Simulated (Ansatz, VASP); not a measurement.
**Two plane-wave programs on ZnSe**

Contents of INCAR:

```
  ALGO = Normal
  EDIFF = 1E-7
  ENCUT = 520
  GGA = PE
  ISIF = 2
  ISMEAR = 0
  LASPH = T
  LCHARG = T
  LELF = T
  LREAL = F
  LVHAR = T
  LWAVE = F
  NBANDS = 16
  NELM = 80
  PREC = Accurate
  SIGMA = 0.05
```

File KPOINTS:

```
k-points
0
Gamma
  10 10 10
```

Contents of POSCAR:

```
ZnSe
1.0
    0.0000000000      2.6259289261      3.4137076040
    2.6259289261      0.0000000000      3.4137076040
    2.6259289261      2.6259289261      0.0000000000
Zn Se
1 1
Direct
    0.0000000000      0.0000000000      0.0000000000
    0.7500000000      0.7500000000      0.7500000000
```

Input for Ansatz:

```yaml
crystal:
  lattice:
    - [0.0, 2.6259289261, 3.413707604]
    - [2.6259289261, 0.0, 3.413707604]
    - [2.6259289261, 2.6259289261, 0.0]
  atoms:
    - { symbol: Zn, position: [0.0, 0.0, 0.0] }
    - { symbol: Se, position: [0.75, 0.75, 0.75] }
basis:
  ecutwfc: 420
kpoints:
  mp_grid: { grid: [10, 10, 10] }
hamiltonian:
  xc: pbe
scf:
  occupations: { method: gaussian, width: 0.05 }
output:
  forces: true
  stress: true
  eigenvalues: true
```

Alike in both runs: task single point; functional PBE; k mesh 10 × 10 × 10; occupations gaussian, width 0.05 eV; no spin polarisation.

```csv
,VASP,Ansatz
version,VASP 6.6.1,Ansatz 0.2.0
potentials or method,"VASP PAW PBE potentials, release 64 (Zn, Se), cutoff 520 eV","scalar-relativistic, plane waves, PAW"
valence electrons in the cell,18,28
```

Ansatz gave:

* gap on the k mesh at the Fermi level (eV): 0.23
* least direct gap on the mesh (eV): 0.23
* pressure (GPa): -0.8
* traceless stress, the component that is largest in VASP (GPa): -9.12

Which values does VASP return?

gap on the k mesh at the Fermi level (eV): 0.22; least direct gap on the mesh (eV): 0.23; pressure (GPa): -0.6; traceless stress, the component that is largest in VASP (GPa): -9.08.

VASP's potentials hold 18 valence electrons a cell and Ansatz's 28, so a difference there can come from the potentials and not from the codes.
